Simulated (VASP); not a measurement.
# Si3Sn in VASP: a series of runs

Runs on Si3Sn. Level: PBE. Tasks: single point, relaxation of cell and atoms.

Everything below comes from runs of VASP 6.6.1. Logs are shortened: lines on timing, memory, paths and dates and some standing lists are left out, and cuts for length are marked.

### 1 The cell of the first run

The structure is tetragonal, space group P-4m2 (No. 115). Conventional cell: a = 3.735 Å, b = 3.735 Å, c = 5.281 Å, α = 90.00°, β = 90.00°, γ = 90.00°. Si (site symmetry 2mm) has 2 Si at 2.29 Å and 2 Sn at 2.29 Å within 3.0 Å. Si (site symmetry -4m2) has 4 Si at 2.29 Å within 3.0 Å. Within 3.0 Å of Sn (site symmetry -4m2) lie 4 Si at 2.29 Å.

### 2 Single point, PBE

INCAR reads:

```
SYSTEM = Si3Sn
PREC     = Accurate       ! precision mode
ENCUT    = 520            ! plane-wave cutoff, eV
EDIFF    = 1E-6           ! SCF threshold, eV
ISMEAR   = 0              ! smearing method
SIGMA    = 0.1            ! smearing width, eV
LREAL    = .FALSE.        ! projectors in reciprocal space
LASPH    = .TRUE.         ! aspherical terms in the spheres
NELM     = 80             ! most SCF steps
ALGO     = Normal         ! electronic algorithm
ISIF     = 2              ! what is computed and relaxed
LWAVE    = .FALSE.        ! write WAVECAR
LCHARG   = .FALSE.        ! write CHGCAR
GGA      = PE             ! functional
NBANDS   = 21             ! bands
```

KPOINTS reads:

```
regular mesh
0
G
  6 6 4
  0 0 0
```

POSCAR reads:

```
Si3Sn
1.0
    3.7345493500      0.0000000000      0.0000000000
    0.0000000000      3.7345493500      0.0000000000
    0.0000000000      0.0000000000      5.2814503400
Si Sn
3 1
Direct
    0.5000000000      0.0000000000      0.2500000000
    0.0000000000      0.5000000000      0.7500000000
    0.5000000000      0.5000000000      0.0000000000
    0.0000000000      0.0000000000      0.5000000000
```

Potentials or basis: VASP PAW PBE potentials, release 64 (Si, Sn_d).

Launch:

```bash
> cat potpaw_PBE.64/Si/POTCAR potpaw_PBE.64/Sn_d/POTCAR > POTCAR
> mpirun -np 1 vasp_std > vasp.out
```

OUTCAR:

```text
SYSTEM = Si3Sn
   PREC = Accurate
   ENCUT = 520
   EDIFF = 1E-6
   ISMEAR = 0
   LREAL = .FALSE.
   LASPH = .TRUE.
   NELM = 80
   ISIF = 2
   GGA = PE

 ion  position               nearest neighbor table
   1  0.500  0.000  0.250-   3 2.29   4 2.29   3 2.29   4 2.29
   2  0.000  0.500  0.750-   3 2.29   4 2.29   4 2.29   3 2.29
   3  0.500  0.500  0.000-   1 2.29   2 2.29   1 2.29   2 2.29
   4  0.000  0.000  0.500-   1 2.29   2 2.29   2 2.29   1 2.29

  LATTYP: Found a simple tetragonal cell.
 ALAT       =     3.7345493500
 C/A-ratio  =     1.4142135623

  Lattice vectors:

 A1 = (   3.7345493500,   0.0000000000,   0.0000000000)
 A2 = (   0.0000000000,   3.7345493500,   0.0000000000)
 A3 = (   0.0000000000,   0.0000000000,   5.2814503400)

Analysis of symmetry for initial positions (statically):
=====================================================================
 Subroutine PRICEL returns:
 Original cell was already a primitive cell.

 Routine SETGRP: Setting up the symmetry group for a
 simple tetragonal supercell.

 Subroutine GETGRP returns: Found  8 space group operations
 (whereof  8 operations were pure point group operations)
 out of a pool of 16 trial point group operations.

The static configuration has the point symmetry D_2d.

Analysis of symmetry for dynamics (positions and initial velocities):
=====================================================================
 Subroutine PRICEL returns:
 Original cell was already a primitive cell.

 Routine SETGRP: Setting up the symmetry group for a
 simple tetragonal supercell.

 Subroutine GETGRP returns: Found  8 space group operations
 (whereof  8 operations were pure point group operations)
 out of a pool of 16 trial point group operations.

The dynamic configuration has the point symmetry D_2d.

 Subroutine INISYM returns: Found  8 space group operations
 (whereof  8 operations are pure point group operations),
 and found     1 'primitive' translations

----------------------------------------------------------------------------------------

                                     Primitive cell

  volume of cell :      73.6596

  direct lattice vectors                    reciprocal lattice vectors
     3.734549350  0.000000000  0.000000000     0.267769925  0.000000000  0.000000000
     0.000000000  3.734549350  0.000000000     0.000000000  0.267769925  0.000000000
     0.000000000  0.000000000  5.281450340     0.000000000  0.000000000  0.189341930

  length of vectors
     3.734549350  3.734549350  5.281450340     0.267769925  0.267769925  0.189341930

  position of ions in fractional coordinates (direct lattice)
     0.500000000  0.000000000  0.250000000
     0.000000000  0.500000000  0.750000000
     0.500000000  0.500000000  0.000000000
     0.000000000  0.000000000  0.500000000

  ion indices of the primitive-cell ions
   primitive index   ion index
                 1           1
                 2           2
                 3           3
                 4           4

----------------------------------------------------------------------------------------

 KPOINTS: regular mesh

Automatic generation of k-mesh.
 Grid dimensions read from file:
 generate k-points for:    6    6    4

 Generating k-lattice:

  Cartesian coordinates                     Fractional coordinates (reciprocal lattice)
     0.044628321  0.000000000  0.000000000     0.166666667  0.000000000  0.000000000
     0.000000000  0.044628321  0.000000000     0.000000000  0.166666667  0.000000000
     0.000000000  0.000000000  0.047335482     0.000000000  0.000000000  0.250000000

  Length of vectors
     0.044628321  0.044628321  0.047335482

  Shift w.r.t. Gamma in fractional coordinates (k-lattice)
     0.000000000  0.000000000  0.000000000

 Subroutine IBZKPT returns following result:
 ===========================================

 Found     30 irreducible k-points:

 Following reciprocal coordinates:
            Coordinates               Weight
  0.000000  0.000000  0.000000      1.000000
  0.166667  0.000000  0.000000      4.000000
  0.333333  0.000000  0.000000      4.000000
  0.500000  0.000000  0.000000      2.000000
  0.166667  0.166667  0.000000      4.000000
  0.333333  0.166667  0.000000      8.000000
[... 16 lines left out ...]
  0.333333  0.000000  0.500000      4.000000
  0.500000  0.000000  0.500000      2.000000
 [... further k-points ...]
   k-points           NKPTS =     30   k-points in BZ     NKDIM =     30   number of bands    NBANDS=     21
   number of dos      NEDOS =    301   number of ions     NIONS =      4
   total plane-waves  NPLWV =  31360
   dimension x,y,z NGX =    28 NGY =   28 NGZ =   40
   dimension x,y,z NGXF=    56 NGYF=   56 NGZF=   80
   ions per type =               3   1
   NGX,Y,Z   is equivalent  to a cutoff of  12.46, 12.46, 12.59 a.u.
   NGXF,Y,Z  is equivalent  to a cutoff of  24.93, 24.93, 25.18 a.u.
 SYSTEM =  Si3Sn
   PREC   = accura    normal or accurate (medium, high low for compatibility)
   ISTART =      0    job   : 0-new  1-cont  2-samecut
   ICHARG =      2    charge: 1-file 2-atom 10-const
   ISPIN  =      1    spin polarized calculation?
   LNONCOLLINEAR =      F non collinear calculations
   LSORBIT =      F    spin-orbit coupling
   LASPH  =      T    aspherical Exc in radial PAW
   ENCUT  =  520.0 eV  38.22 Ry    6.18 a.u.   6.94  6.94  9.82*2*pi/ulx,y,z
   NELM   =     80;   NELMIN=  2; NELMDL= -5     # of ELM steps
   EDIFF  = 0.1E-05   stopping-criterion for ELM
   LREAL  =      F    real-space projection
   EDIFFG = 0.1E-04   stopping-criterion for IOM
   NSW    =      0    number of steps for IOM
   IBRION =     -1    ionic relax: 0-MD 1-quasi-New 2-CG
   NFREE  =      0    steps in history (QN), initial steepest desc. (CG)
   ISIF   =      2    stress and relaxation
   ISYM   =      2    0-nonsym 1-usesym 2-fastsym
   POTIM  = 0.5000    time-step for ionic-motion
   TEBEG  =    0.0;   TEEND  =   0.0 temperature during run
   PSTRESS=    0.0 pullay stress
   NELECT =      26.0000    total number of electrons
   NUPDOWN=      -1.0000    fix difference up-down
   EMIN   =  10.00;   EMAX   =-10.00  energy-range for DOS
   EFERMI =   0.00;   METHOD = LEGACY
   ISMEAR =     0;   SIGMA  =   0.10  broadening in eV -4-tet -1-fermi 0-gaus
   EFERMI_NEDOS =   21; number of points for ismear=-14 and -15
   IALGO  =     38    algorithm
   IMIX   =      4    mixing-type and parameters
     AMIX     =   0.40;   BMIX     =  1.00
     AMIX_MAG =   1.60;   BMIX_MAG =  1.00
  volume/ion in A,a.u.               =      18.41       124.27
  Fermi-wavevector in a.u.,A,eV,Ry     =   1.156972  2.186360 18.212535  1.338584
  Thomas-Fermi vector in A             =   2.293587
   LORBIT       =      0    0 simple, 1 ext, 2 COOP (PROOUT), +10 PAW based schemes
   GGA     = PE    functional components
   LHFCALC =     F    Hartree Fock is set to
   AEXX    =    0.0000 exact exchange contribution
   IVDW    =     0    specifies the selected vdW correction
   LEPSILON=     F    determine dielectric tensor
   LRPA    =     F    only Hartree local field effects (RPA)
 non-spin polarized calculation
 Gauss-broadening in eV      SIGMA  =   0.10
  energy-cutoff  :      520.00
  volume of cell :       73.66
 maximum number of plane-waves:      1998
 NGX is ok and might be reduce to    28
   NGX = 13   NGY = 13   NGZ = 19

 number of electron      26.0000015 magnetization

 Free energy of the ion-electron system (eV)
  ---------------------------------------------------
  ext. energy  EPLUGINS =         0.00000000
  ---------------------------------------------------
  free energy    TOTEN  =       -17.30876821 eV

  energy without entropy =      -17.30721003  energy(sigma->0) =      -17.30798912

 E-fermi :   8.8259     XC(G=0): -10.3032

 val. band max:        8.7750442356   @ k =   0.0000   0.0000   0.0000
 cond. band min:       8.8848399314   @ k =   0.5000   0.5000   0.0000
 fundamental gap:      0.1097956957
 Fermi energy:         8.8258952710

 k-point     1 :       0.0000    0.0000    0.0000
  band No.  band energies     occupation
      1     -13.2447      2.00000
      2     -13.1476      2.00000
      3     -13.1476      2.00000
      4     -13.0521      2.00000
      5     -13.0101      2.00000
      6      -4.7922      2.00000
[... 13 lines left out ...]
     20      16.3272      0.00000
     21      16.5899      0.00000

 k-point     2 :       0.1667    0.0000    0.0000
  band No.  band energies     occupation
      1     -13.2294      2.00000
      2     -13.1562      2.00000
      3     -13.1470      2.00000
      4     -13.0454      2.00000
      5     -13.0157      2.00000
      6      -4.5151      2.00000
[... 13 lines left out ...]
     20      15.4231      0.00000
     21      16.4043      0.00000

 k-point     3 :       0.3333    0.0000    0.0000
  band No.  band energies     occupation
      1     -13.2014      2.00000
      2     -13.1735      2.00000
      3     -13.1457      2.00000
      4     -13.0289      2.00000
      5     -13.0269      2.00000
      6      -3.7002      2.00000
[... 13 lines left out ...]
     20      14.5609      0.00000
     21      15.6962      0.00000
[... 457 lines left out ...]
 k-point    23 :       0.3333    0.0000    0.5000
  band No.  band energies     occupation
      1     -13.2018      2.00000
      2     -13.1747      2.00000
      3     -13.1462      2.00000
      4     -13.0270      2.00000
      5     -13.0268      2.00000
      6      -2.8544      2.00000
[... 13 lines left out ...]
     20      15.2520      0.00000
     21      16.0546      0.00000

 k-point    24 :       0.5000    0.0000    0.5000
  band No.  band energies     occupation
      1     -13.1889      2.00000
      2     -13.1841      2.00000
      3     -13.1455      2.00000
      4     -13.0324      2.00000
      5     -13.0171      2.00000
      6      -2.2370      2.00000
[... 13 lines left out ...]
     20      15.5838      0.00000
     21      15.6808      0.00000

 [... further k-points ...]

------------------------ aborting loop because EDIFF is reached ----------------------------------------

  FORCE on cell =-STRESS in cart. coord.  units (eV):
  Direction    XX          YY          ZZ          XY          YZ          ZX
  --------------------------------------------------------------------------------------
  -------------------------------------------------------------------------------------
  Total       16.0967462     16.0967462     15.6583466      0.0000000      0.0000000      0.0000000
  in kB      350.1217354    350.1217354    340.5860685      0.0000000      0.0000000      0.0000000
  external PRESSURE =     346.9431797 kB  Pullay stress =       0.0000000 kB

 VOLUME and BASIS-vectors are now :
 -----------------------------------------------------------------------------
  energy-cutoff  :      520.00
  volume of cell :       73.66
      direct lattice vectors                 reciprocal lattice vectors
     3.734549350  0.000000000  0.000000000     0.267769925  0.000000000  0.000000000
     0.000000000  3.734549350  0.000000000     0.000000000  0.267769925  0.000000000
     0.000000000  0.000000000  5.281450340     0.000000000  0.000000000  0.189341930

 POSITION                                       TOTAL-FORCE (eV/Angst)
 -----------------------------------------------------------------------------------
      1.86727      0.00000      1.32036         0.000000     -0.000000     -3.601715
      0.00000      1.86727      3.96109         0.000000     -0.000000      3.601715
      1.86727      1.86727      0.00000         0.000000      0.000000      0.000000
      0.00000      0.00000      2.64073        -0.000000     -0.000000      0.000000
 -----------------------------------------------------------------------------------
    total drift:                               -0.000000      0.000000     -0.000000

  FREE ENERGIE OF THE ION-ELECTRON SYSTEM (eV)
  ---------------------------------------------------
  free  energy   TOTEN  =       -17.3087682106 eV

  energy  without entropy=      -17.3072100332  energy(sigma->0) =      -17.30798912
```

It took 59 s on 1 thread of Intel Xeon 8259CL, shared host; peak memory 0.2 GiB.

What came out:

```
Free energy            : -17.3088 eV
Pressure               : 34.7 GPa
Largest force          : 3.602 eV/Å
Band gap on the k mesh : 0.11 eV, indirect (least direct gap 0.23 eV)
```

Forces in eV/Å, atoms in the order of the input:
```
Si   0.000  0.000 -3.602
Si   0.000  0.000  3.602
Si   0.000  0.000  0.000
Sn   0.000  0.000  0.000
```

Levels at points of the mesh, in eV from the valence-band top:
```
           k point  band 9  band 10  band 11  band 12  band 13  band 14  band 15  band 16  band 17  band 18
(0.00, 0.00, 0.00)   -3.65    -3.65    -0.07     0.00     0.00     0.23     0.24     2.29     2.29     2.36
(0.50, 0.00, 0.00)   -6.15    -4.79    -4.57    -1.93    -1.56     1.81     2.68     4.21     4.94     5.27
(0.50, 0.50, 0.00)   -8.60    -3.76    -3.65    -3.65    -3.51     0.11     0.20     0.20     0.40     9.70
(0.00, 0.00, 0.50)   -3.79    -2.61    -2.61    -2.30    -2.30     0.57     0.72     2.70     3.02     5.92
(0.50, 0.00, 0.50)   -8.06    -1.83    -1.77    -1.41    -1.32     1.44     1.99     2.83     3.01     3.22
(0.50, 0.50, 0.50)   -8.42    -4.92    -4.92    -4.82    -4.77     3.84     3.84     3.98     4.28     4.50
```

Caveat: spin-orbit coupling is left out, which moves the levels of the heavy elements; forces of over 1 eV/Å act on the atoms, so gaps and moduli don't describe the material at rest.

### 3 Single point, PBE

This run uses another cell than the first one, of 23.84 Å³/atom, 1.294 times its volume.

INCAR reads:

```
SYSTEM = Si3Sn
PREC = Accurate ; ENCUT = 520
EDIFF = 1E-6 ; ISMEAR = 0
SIGMA = 0.1 ; LREAL = .False.
LASPH = .True. ; NELM = 80
ALGO = Normal ; ISIF = 2
LWAVE = .False. ; LCHARG = .True.
GGA = PE ; LELF = .True.
LVHAR = .True. ; NBANDS = 21
```

KPOINTS reads:

```
regular mesh
0
Gamma
  6 6 4
  0 0 0
```

POSCAR reads:

```
Si3Sn
1.0
    4.0610695774      0.0000000000      0.0000000000
    0.0000000000      4.0610695774      0.0000000000
    0.0000000000      0.0000000000      5.7815497644
Si Sn
3 1
Direct
    0.5000000000      0.0000000000      0.2245073084
    0.0000000000      0.5000000000      0.7754926916
    0.5000000000      0.5000000000      0.0000000000
    0.0000000000      0.0000000000      0.5000000000
```

Potentials or basis: VASP PAW PBE potentials, release 64 (Si, Sn_d).

Launch:

```bash
> cat potpaw_PBE.64/Si/POTCAR potpaw_PBE.64/Sn_d/POTCAR > POTCAR
> mpirun -np 1 vasp_std > vasp.out
```

Run time: 80 s. Hardware: 1 thread of Intel Xeon 8259CL, shared host; peak memory 0.22 GiB.

Results (log left out):

- Free energy: -19.5967 eV
- Pressure: 0.1 GPa
- Largest force: 0.006 eV/Å
- Band gap on the k mesh: 0.23 eV, indirect (least direct gap 0.49 eV)

Forces in eV/Å, atoms in the order of the input:
```
Si   0.000  0.000  0.006
Si   0.000  0.000 -0.006
Si   0.000  0.000  0.000
Sn   0.000  0.000  0.000
```

Levels at points of the mesh, in eV from the valence-band top:
```csv
k point,band 11,band 12,band 13,band 14,band 15,band 16
"(0.00, 0.00, 0.00)",-0.32,0.00,0.00,0.49,0.54,1.67
"(0.50, 0.00, 0.00)",-3.49,-2.03,-0.89,1.37,2.73,4.00
"(0.50, 0.50, 0.00)",-2.86,-2.86,-2.60,0.23,0.61,0.61
"(0.00, 0.00, 0.50)",-2.51,-1.38,-1.38,0.56,0.97,2.69
"(0.50, 0.00, 0.50)",-1.39,-1.31,-0.71,0.53,0.89,2.72
"(0.50, 0.50, 0.50)",-3.71,-3.71,-3.64,3.94,3.94,4.00
```

Caveat: spin-orbit coupling is left out, which moves the levels of the heavy elements. A k mesh can miss the band edges.

### 4 Relaxation of cell and atoms, PBE

INCAR reads:

```
  ALGO = Normal
  EDIFF = 1E-7
  EDIFFG = -0.04
  ENCUT = 600
  GGA = PE
  IBRION = 2
  ISIF = 3
  ISMEAR = 0
  LASPH = True
  LCHARG = False
  LREAL = False
  LWAVE = False
  NELM = 80
  NSW = 90
  PREC = Accurate
  SIGMA = 0.1
```

KPOINTS reads:

```
k-points
0
Gamma
  6 6 4
```

POSCAR reads:

```
Si3Sn
1.0
    3.7345493500      0.0000000000      0.0000000000
    0.0000000000      3.7345493500      0.0000000000
    0.0000000000      0.0000000000      5.2814503400
Si Sn
3 1
Direct
    0.5000000000      0.0000000000      0.2500000000
    0.0000000000      0.5000000000      0.7500000000
    0.5000000000      0.5000000000      0.0000000000
    0.0000000000      0.0000000000      0.5000000000
```

Launch:

```bash
> cat potpaw_PBE.64/Si/POTCAR potpaw_PBE.64/Sn_d/POTCAR > POTCAR
> mpirun -np 1 vasp_std > vasp.out
```

It took 6.9 min on 1 thread of Intel Xeon 8259CL, shared host; peak memory 0.22 GiB.

The run converged. Its results:

```
Free energy                            : -19.5936 eV
Relaxed volume                         : 23.92 Å³/atom
Relaxed cell                           : a = 4.067 Å, b = 4.067 Å, c = 5.785 Å, α = 90.00°, β = 90.00°, γ = 90.00°
Space group after relaxing (to 0.05 Å) : P-4m2 (No. 115)
Energy gained by relaxing              : 571.1 meV/atom
Ionic steps                            : 8
Pressure after relaxing                : -0.2 GPa
Largest force after relaxing           : 0.016 eV/Å
Band gap on the k mesh                 : 0.24 eV, indirect (least direct gap 0.49 eV)
```

Forces on the atoms (eV/Å):
```
Si   0.000  0.000  0.016
Si   0.000  0.000 -0.016
Si   0.000  0.000  0.000
Sn   0.000  0.000  0.000
```

The path:
```csv
step,energy change (eV),largest force (eV/Å),pressure (GPa),volume (Å³)
1,0.0000,3.6016,34.72,73.66
2,-1.0727,0.4817,-9.80,124.92
3,-2.2597,0.4332,-1.27,97.51
4,-2.2621,0.4795,-0.77,96.79
5,-2.2623,0.5130,-0.41,96.29
6,-2.2804,0.2298,0.04,95.49
7,-2.2840,0.0386,0.37,94.96
8,-2.2845,0.0162,-0.17,95.68
```

Final structure:
```yaml
crystal:
  lattice:
    - [4.06699, 0.00000, 0.00000]
    - [0.00000, 4.06699, 0.00000]
    - [0.00000, 0.00000, 5.78455]
  atoms:
    - { symbol: Si, position: [0.50000, 0.00000, 0.22443] }
    - { symbol: Si, position: [0.00000, 0.50000, 0.77557] }
    - { symbol: Si, position: [0.50000, 0.50000, 0.00000] }
    - { symbol: Sn, position: [0.00000, 0.00000, 0.50000] }
```

Levels at points of the mesh, in eV from the valence-band top:
| k point | band 9 | band 10 | band 11 | band 12 | band 13 | band 14 | band 15 | band 16 | band 17 |
| --- | --- | --- | --- | --- | --- | --- | --- | --- | --- |
| (0.00, 0.00, 0.00) | -3.00 | -3.00 | -0.31 | 0.00 | 0.00 | 0.49 | 0.55 | 1.64 | 2.29 |
| (0.50, 0.00, 0.00) | -5.60 | -3.74 | -3.48 | -2.03 | -0.89 | 1.36 | 2.73 | 4.00 | 4.47 |
| (0.50, 0.50, 0.00) | -7.44 | -3.10 | -2.85 | -2.85 | -2.58 | 0.24 | 0.62 | 0.62 | 1.14 |
| (0.00, 0.00, 0.50) | -3.80 | -2.50 | -2.50 | -1.37 | -1.37 | 0.56 | 0.97 | 2.69 | 3.25 |
| (0.50, 0.00, 0.50) | -6.65 | -1.98 | -1.38 | -1.30 | -0.71 | 0.53 | 0.88 | 2.73 | 3.07 |
| (0.50, 0.50, 0.50) | -7.28 | -3.70 | -3.69 | -3.69 | -3.62 | 3.95 | 3.95 | 4.00 | 4.08 |

Caveat: the volume moved by over 15 % at a fixed basis, so the end points are rough; spin-orbit coupling is left out, which moves the levels of the heavy elements. A k mesh can miss the band edges.

[end of part 1 of 2]
